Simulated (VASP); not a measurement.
# SiC (Moissanite 3C) (F-43m) in VASP: a series of runs

Aim: see how the results for SiC (Moissanite 3C) move with the level of theory and the settings. Levels: LDA, r2SCAN. Tasks: single point.

Program: VASP 6.6.1. These are calculated values, not measurements. Logs are shortened: lines on timing, memory, paths and dates and some standing lists are left out, and cuts for length are marked.

**Experimental background.**

“Insight into the structural, elastic and electronic properties of a new orthorhombic 6O-SiC polytype”, 2020, pmc:7200658 quotes, for a bulk crystal of SiC: band gap 2.4 eV (indirect).

The runs below are set against these values where they give the same quantity.

### Step 1. The cell of the first run

The structure is cubic, space group F-43m (No. 216). Conventional cell: a = 4.329 Å, b = 4.329 Å, c = 4.329 Å, α = 90.00°, β = 90.00°, γ = 90.00°. Within 2.5 Å of Si (site symmetry -43m) lie 4 C at 1.87 Å. C (site symmetry -43m) has 4 Si at 1.87 Å within 2.5 Å.

### Step 2. Single point, LDA

INCAR reads:

```
  PREC = Accurate
  ENCUT = 520
  EDIFF = 1E-7
  ISMEAR = -1
  SIGMA = 0.02
  LREAL = False
  LASPH = True
  NELM = 60
  ALGO = Normal
  ISIF = 2
  LWAVE = False
  LCHARG = False
  GGA = CA
  NBANDS = 11
```

KPOINTS reads:

```
regular mesh
0
Gamma
  10 10 10
```

POSCAR reads:

```
SiC
1.0
    0.0000000000      2.1644869237      2.1644869237
    2.1644869237      0.0000000000      2.1644869237
    2.1644869237      2.1644869237      0.0000000000
Si C
1 1
Direct
    0.0000000000      0.0000000000      0.0000000000
    0.2500000000      0.2500000000      0.2500000000
```

Potentials or basis: VASP PAW LDA potentials, release 64 (Si, C).

The run is started by

```console
> cat potpaw_LDA.64/Si/POTCAR potpaw_LDA.64/C/POTCAR > POTCAR
> mpirun -np 1 vasp_std > vasp.out
```

OUTCAR:

```text
PREC = Accurate
   ENCUT = 520
   EDIFF = 1E-7
   ISMEAR = -1
   LREAL = False
   LASPH = True
   NELM = 60
   ISIF = 2
   GGA = CA

 ion  position               nearest neighbor table
   1  0.000  0.000  0.000-   2 1.87   2 1.87   2 1.87   2 1.87
   2  0.250  0.250  0.250-   1 1.87   1 1.87   1 1.87   1 1.87

  LATTYP: Found a face centered cubic cell.
 ALAT       =     4.3289738474

  Lattice vectors:

 A1 = (   0.0000000000,   2.1644869237,   2.1644869237)
 A2 = (   2.1644869237,   0.0000000000,   2.1644869237)
 A3 = (   2.1644869237,   2.1644869237,   0.0000000000)

Analysis of symmetry for initial positions (statically):
=====================================================================
 Subroutine PRICEL returns:
 Original cell was already a primitive cell.

 Routine SETGRP: Setting up the symmetry group for a
 face centered cubic supercell.

 Subroutine GETGRP returns: Found 24 space group operations
 (whereof 24 operations were pure point group operations)
 out of a pool of 48 trial point group operations.

The static configuration has the point symmetry T_d .

Analysis of symmetry for dynamics (positions and initial velocities):
=====================================================================
 Subroutine PRICEL returns:
 Original cell was already a primitive cell.

 Routine SETGRP: Setting up the symmetry group for a
 face centered cubic supercell.

 Subroutine GETGRP returns: Found 24 space group operations
 (whereof 24 operations were pure point group operations)
 out of a pool of 48 trial point group operations.

The dynamic configuration has the point symmetry T_d .

 Subroutine INISYM returns: Found 24 space group operations
 (whereof 24 operations are pure point group operations),
 and found     1 'primitive' translations

----------------------------------------------------------------------------------------

                                     Primitive cell

  volume of cell :      20.2813

  direct lattice vectors                    reciprocal lattice vectors
     0.000000000  2.164486924  2.164486924    -0.231001627  0.231001627  0.231001627
     2.164486924  0.000000000  2.164486924     0.231001627 -0.231001627  0.231001627
     2.164486924  2.164486924  0.000000000     0.231001627  0.231001627 -0.231001627

  length of vectors
     3.061046763  3.061046763  3.061046763     0.400106554  0.400106554  0.400106554

  position of ions in fractional coordinates (direct lattice)
     0.000000000  0.000000000  0.000000000
     0.250000000  0.250000000  0.250000000

  ion indices of the primitive-cell ions
   primitive index   ion index
                 1           1
                 2           2

----------------------------------------------------------------------------------------

 KPOINTS: regular mesh

Automatic generation of k-mesh.
 Grid dimensions read from file:
 generate k-points for:   10   10   10

 Generating k-lattice:

  Cartesian coordinates                     Fractional coordinates (reciprocal lattice)
    -0.023100163  0.023100163  0.023100163     0.100000000  0.000000000  0.000000000
     0.023100163 -0.023100163  0.023100163     0.000000000  0.100000000  0.000000000
     0.023100163  0.023100163 -0.023100163     0.000000000  0.000000000  0.100000000

  Length of vectors
     0.040010655  0.040010655  0.040010655

  Shift w.r.t. Gamma in fractional coordinates (k-lattice)
     0.000000000  0.000000000  0.000000000

 Subroutine IBZKPT returns following result:
 ===========================================

 Found     47 irreducible k-points:

 Following reciprocal coordinates:
            Coordinates               Weight
  0.000000  0.000000  0.000000      1.000000
  0.100000  0.000000  0.000000      8.000000
  0.200000  0.000000  0.000000      8.000000
  0.300000  0.000000  0.000000      8.000000
  0.400000  0.000000  0.000000      8.000000
  0.500000  0.000000  0.000000      4.000000
[... 16 lines left out ...]
  0.300000  0.300000  0.000000      6.000000
  0.400000  0.300000  0.000000     24.000000
 [... further k-points ...]
   k-points           NKPTS =     47   k-points in BZ     NKDIM =     47   number of bands    NBANDS=     11
   number of dos      NEDOS =    301   number of ions     NIONS =      2
   total plane-waves  NPLWV =  13824
   dimension x,y,z NGX =    24 NGY =   24 NGZ =   24
   dimension x,y,z NGXF=    48 NGYF=   48 NGZF=   48
   ions per type =               1   1
   NGX,Y,Z   is equivalent  to a cutoff of  13.03, 13.03, 13.03 a.u.
   NGXF,Y,Z  is equivalent  to a cutoff of  26.07, 26.07, 26.07 a.u.
 SYSTEM =  unknown system
   PREC   = accura    normal or accurate (medium, high low for compatibility)
   ISTART =      0    job   : 0-new  1-cont  2-samecut
   ICHARG =      2    charge: 1-file 2-atom 10-const
   ISPIN  =      1    spin polarized calculation?
   LNONCOLLINEAR =      F non collinear calculations
   LSORBIT =      F    spin-orbit coupling
   LASPH  =      T    aspherical Exc in radial PAW
   ENCUT  =  520.0 eV  38.22 Ry    6.18 a.u.   5.69  5.69  5.69*2*pi/ulx,y,z
   NELM   =     60;   NELMIN=  2; NELMDL= -5     # of ELM steps
   EDIFF  = 0.1E-06   stopping-criterion for ELM
   LREAL  =      F    real-space projection
   EDIFFG = 0.1E-05   stopping-criterion for IOM
   NSW    =      0    number of steps for IOM
   IBRION =     -1    ionic relax: 0-MD 1-quasi-New 2-CG
   NFREE  =      0    steps in history (QN), initial steepest desc. (CG)
   ISIF   =      2    stress and relaxation
   ISYM   =      2    0-nonsym 1-usesym 2-fastsym
   POTIM  = 0.5000    time-step for ionic-motion
   TEBEG  =    0.0;   TEEND  =   0.0 temperature during run
   PSTRESS=    0.0 pullay stress
   NELECT =       8.0000    total number of electrons
   NUPDOWN=      -1.0000    fix difference up-down
   EMIN   =  10.00;   EMAX   =-10.00  energy-range for DOS
   EFERMI =   0.00;   METHOD = LEGACY
   ISMEAR =    -1;   SIGMA  =   0.02  broadening in eV -4-tet -1-fermi 0-gaus
   EFERMI_NEDOS =   21; number of points for ismear=-14 and -15
   IALGO  =     38    algorithm
   IMIX   =      4    mixing-type and parameters
     AMIX     =   0.40;   BMIX     =  1.00
     AMIX_MAG =   1.60;   BMIX_MAG =  1.00
  volume/ion in A,a.u.               =      10.14        68.43
  Fermi-wavevector in a.u.,A,eV,Ry     =   1.200623  2.268848 19.612726  1.441495
  Thomas-Fermi vector in A             =   2.336454
   LORBIT       =      0    0 simple, 1 ext, 2 COOP (PROOUT), +10 PAW based schemes
   GGA     = CA    functional components
   LHFCALC =     F    Hartree Fock is set to
   AEXX    =    0.0000 exact exchange contribution
   IVDW    =     0    specifies the selected vdW correction
   LEPSILON=     F    determine dielectric tensor
   LRPA    =     F    only Hartree local field effects (RPA)
 non-spin polarized calculation
  energy-cutoff  :      520.00
  volume of cell :       20.28
 maximum number of plane-waves:       568
   NGX = 11   NGY = 11   NGZ = 11

 number of electron       8.0000000 magnetization

 Free energy of the ion-electron system (eV)
  ---------------------------------------------------
  ext. energy  EPLUGINS =         0.00000000
  ---------------------------------------------------
  free energy    TOTEN  =       -16.64250292 eV

  energy without entropy =      -16.64250292  energy(sigma->0) =      -16.64250292

 E-fermi :   8.6590     XC(G=0): -11.6420

 val. band max:        8.2914271314   @ k =   0.0000   0.0000   0.0000
 cond. band min:       9.5787674634   @ k =   0.5000   0.5000   0.0000
 fundamental gap:      1.2873403320
 Fermi energy:         8.6589693997

 k-point     1 :       0.0000    0.0000    0.0000
  band No.  band energies     occupation
      1      -7.1818      2.00000
      2       8.2914      2.00000
      3       8.2914      2.00000
      4       8.2914      2.00000
      5      14.8200      0.00000
      6      15.6223      0.00000
      7      15.6223      0.00000
      8      15.6223      0.00000
      9      22.8677      0.00000
     10      22.8677      0.00000
     11      24.7750      0.00000

 k-point     2 :       0.1000    0.0000    0.0000
  band No.  band energies     occupation
      1      -6.9827      2.00000
      2       7.2905      2.00000
      3       8.1564      2.00000
      4       8.1564      2.00000
      5      14.9899      0.00000
      6      15.8673      0.00000
      7      15.8673      0.00000
      8      15.9603      0.00000
      9      21.8893      0.00000
     10      21.8893      0.00000
     11      24.5296      0.00000

 k-point     3 :       0.2000    0.0000    0.0000
  band No.  band energies     occupation
      1      -6.3934      2.00000
      2       5.1622      2.00000
      3       7.8471      2.00000
      4       7.8471      2.00000
      5      14.6301      0.00000
      6      16.2229      0.00000
      7      16.2229      0.00000
      8      17.1811      0.00000
      9      21.2113      0.00000
     10      21.2113      0.00000
     11      23.6643      0.00000

 k-point     4 :       0.3000    0.0000    0.0000
  band No.  band energies     occupation
      1      -5.4472      2.00000
      2       2.8203      2.00000
      3       7.5292      2.00000
      4       7.5292      2.00000
      5      14.2181      0.00000
      6      16.0671      0.00000
      7      16.0671      0.00000
      8      18.0932      0.00000
      9      22.0443      0.00000
     10      22.0443      0.00000
     11      23.4256      0.00000

 k-point     5 :       0.4000    0.0000    0.0000
  band No.  band energies     occupation
      1      -4.2636      2.00000
      2       0.7187      2.00000
      3       7.3095      2.00000
      4       7.3095      2.00000
      5      13.9529      0.00000
      6      15.6745      0.00000
      7      15.6745      0.00000
      8      18.3311      0.00000
      9      23.9817      0.00000
     10      23.9817      0.00000
     11      24.0164      0.00000
[... 211 lines left out ...]
 k-point    21 :      -0.3000    0.2000    0.0000
  band No.  band energies     occupation
      1      -4.0364      2.00000
      2       1.8416      2.00000
      3       4.4311      2.00000
      4       7.1103      2.00000
      5      13.8624      0.00000
      6      16.6280      0.00000
      7      17.0531      0.00000
      8      18.6439      0.00000
      9      21.0507      0.00000
     10      23.7406      0.00000
     11      27.4418      0.00000

 k-point    22 :      -0.2000    0.2000    0.0000
  band No.  band energies     occupation
      1      -5.1303      2.00000
      2       3.4993      2.00000
      3       5.0169      2.00000
      4       7.6421      2.00000
      5      14.8551      0.00000
      6      16.4079      0.00000
      7      16.6840      0.00000
      8      17.5038      0.00000
      9      19.8251      0.00000
     10      23.7109      0.00000
     11      27.5529      0.00000

 k-point    23 :       0.3000    0.3000    0.0000
  band No.  band energies     occupation
      1      -4.8605      2.00000
      2       3.9804      2.00000
      3       5.8930      2.00000
      4       5.8930      2.00000
      5      11.4171      0.00000
      6      13.8637      0.00000
      7      19.8669      0.00000
      8      19.8669      0.00000
      9      20.8227      0.00000
     10      25.4667      0.00000
     11      30.0680      0.00000

 k-point    24 :       0.4000    0.3000    0.0000
  band No.  band energies     occupation
      1      -3.9661      2.00000
      2       2.7346      2.00000
      3       5.0859      2.00000
      4       5.6276      2.00000
      5      11.1099      0.00000
      6      13.8764      0.00000
      7      19.9905      0.00000
      8      20.2591      0.00000
      9      22.1130      0.00000
     10      26.4387      0.00000
     11      29.7144      0.00000

 [... further k-points ...]

------------------------ aborting loop because EDIFF is reached ----------------------------------------

  FORCE on cell =-STRESS in cart. coord.  units (eV):
  Direction    XX          YY          ZZ          XY          YZ          ZX
  --------------------------------------------------------------------------------------
  -------------------------------------------------------------------------------------
  Total        0.0516499      0.0516499      0.0516499      0.0000000      0.0000000      0.0000000
  in kB        4.0802359      4.0802359      4.0802359      0.0000000      0.0000000      0.0000000
  external PRESSURE =       4.0802359 kB  Pullay stress =       0.0000000 kB

 VOLUME and BASIS-vectors are now :
 -----------------------------------------------------------------------------
  energy-cutoff  :      520.00
  volume of cell :       20.28
      direct lattice vectors                 reciprocal lattice vectors
     0.000000000  2.164486924  2.164486924    -0.231001627  0.231001627  0.231001627
     2.164486924  0.000000000  2.164486924     0.231001627 -0.231001627  0.231001627
     2.164486924  2.164486924  0.000000000     0.231001627  0.231001627 -0.231001627

 POSITION                                       TOTAL-FORCE (eV/Angst)
 -----------------------------------------------------------------------------------
      0.00000      0.00000      0.00000         0.000000      0.000000      0.000000
      1.08224      1.08224      1.08224        -0.000000     -0.000000     -0.000000
 -----------------------------------------------------------------------------------
    total drift:                                0.000000      0.000000      0.000000

  FREE ENERGIE OF THE ION-ELECTRON SYSTEM (eV)
  ---------------------------------------------------
  free  energy   TOTEN  =       -16.6425029223 eV

  energy  without entropy=      -16.6425029223  energy(sigma->0) =      -16.64250292
```

It took 4.2 s on 1 thread of Intel Xeon 6975P-C, shared host; peak memory 0.13 GiB.

What came out:

| Property | Result |
| --- | --- |
| Free energy | -16.6425 eV |
| Pressure | 0.4 GPa |
| Band gap on the k mesh | 1.29 eV, indirect (least direct gap 4.52 eV) |

### Step 3. Single point, r2SCAN

This run uses another cell than the first one, of 10.33 Å³/atom, 1.019 times its volume.

POSCAR reads:

```
SiC
1.0
    0.0000000000      2.1780503294      2.1780503294
    2.1780503294      0.0000000000      2.1780503294
    2.1780503294      2.1780503294      0.0000000000
Si C
1 1
Direct
    0.0000000000      0.0000000000      0.0000000000
    0.2500000000      0.2500000000      0.2500000000
```

INCAR.step1 reads:

```
SYSTEM = SiC
  PREC = Accurate
  ENCUT = 520
  ISMEAR = -1
  SIGMA = 0.02
  LREAL = .FALSE.
  LASPH = .TRUE.
  NELM = 60
  NBANDS = 11
  GGA = PE
  ALGO = Normal
  EDIFF = 1E-4
  LWAVE = .TRUE.
  LCHARG = .FALSE.
```

INCAR.step2 reads:

```
SYSTEM = SiC
  PREC = Accurate
  ENCUT = 520
  EDIFF = 1E-6
  ISMEAR = -1
  SIGMA = 0.02
  LREAL = .FALSE.
  LASPH = .TRUE.
  NELM = 60
  ALGO = Normal
  ISIF = 2
  LWAVE = .FALSE.
  LCHARG = .FALSE.
  METAGGA = R2SCAN
  LMIXTAU = .TRUE.
  NBANDS = 11
  ISTART = 1
```

KPOINTS reads:

```
Automatic mesh
0
G
  10 10 10
  0 0 0
```

Potentials or basis: VASP PAW PBE potentials, release 64 (Si, C).

The run is started by

```console
> cat potpaw_PBE.64/Si/POTCAR potpaw_PBE.64/C/POTCAR > POTCAR
> cp INCAR.step1 INCAR
> mpirun -np 1 vasp_std > vasp.out
> cp INCAR.step2 INCAR
> mpirun -np 1 vasp_std > vasp.out
```

Wall time 17 s (1 thread of Intel Xeon 6975P-C, shared host); peak memory 0.14 GiB.

It converged, with:

```yaml
Free_energy: -19.3270 eV
Pressure: -0.1 GPa
Band_gap_on_the_k_mesh: 1.72 eV, indirect (least direct gap 5.06 eV)
```

Levels at points of the mesh, in eV from the valence-band top:
```csv
k point,band 1,band 2,band 3,band 4,band 5,band 6,band 7,band 8
"(0.00, 0.00, 0.00)",-16.19,0.00,0.00,0.00,6.85,7.86,7.86,7.86
"(0.50, 0.00, 0.00)",-12.56,-8.83,-1.11,-1.11,6.00,7.76,7.76,10.96
"(0.50, 0.50, 0.00)",-11.10,-8.05,-3.34,-3.34,1.72,4.83,15.15,15.15
```

Caveat: the PAW data sets were made with another functional, which shifts forces and pressure a little.

### Step 4. How close it comes

Step 2. A measured gap of SiC is 2.4 eV (indirect; quoted in “Insight into the structural, elastic and electronic properties of a new orthorhombic 6O-SiC polytype”, 2020, pmc:7200658); the calculated 1.29 eV misses it by -1.11 eV. The value is that of LDA on a finite k mesh, which can miss the band edges, without temperature or zero-point motion. Semilocal functionals fall short of measured gaps as a rule.

Step 3. Measured gap of SiC: 2.4 eV (indirect; quoted in “Insight into the structural, elastic and electronic properties of a new orthorhombic 6O-SiC polytype”, 2020, pmc:7200658). This calculation gives 1.72 eV (-0.68 eV). The value is that of r2SCAN on a finite k mesh, which can miss the band edges, without temperature or zero-point motion.
